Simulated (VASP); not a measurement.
Here is a VASP 6.6.1 calculation.

Contents of INCAR:

```
PREC = Accurate ; ENCUT = 520
EDIFF = 1E-6 ; ISMEAR = -1
SIGMA = 0.1 ; LREAL = False
LASPH = True ; NELM = 60
ALGO = Normal ; ISIF = 2
LWAVE = False ; LCHARG = True
GGA = PS ; LELF = True
LVHAR = True ; NBANDS = 14
```

KPOINTS

```
regular mesh
0
Gamma
  23 23 3
```

POSCAR

```
B
1.0
    1.6629649120      0.0000000000      0.0000000000
   -0.8314824560      1.4401698594      0.0000000000
    0.0000000000      0.0000000000     13.9440549553
B
4
Direct
    0.0000000000      0.0000000000      0.0000000000
    0.0000000000      0.0000000000      0.5000000000
    0.3333333333      0.6666666667      0.2500000000
    0.6666666667      0.3333333333      0.7500000000
```

Potentials or basis: VASP PAW PBE potentials, release 64 (B).

Launch:

```sh
$ cat potpaw_PBE.64/B/POTCAR > POTCAR
$ mpirun -np 1 vasp_std > vasp.out
```

What does it give for the band gap on the k mesh?

Zero (band 6 reaches 9.33 eV, above the bottom of band 7 at -2.36 eV).

Estimate the pressure.

17.4 GPa.

Stress tensor (GPa, compression positive):
```
26.02  0.00  0.00
 0.00 26.02  0.00
 0.00  0.00  0.14
```

Caveat: the PAW data sets were made with another functional, which shifts forces and pressure a little; this functional lacks dispersion, which binds the layers, so the pressure and a relaxed spacing across them are unreliable.
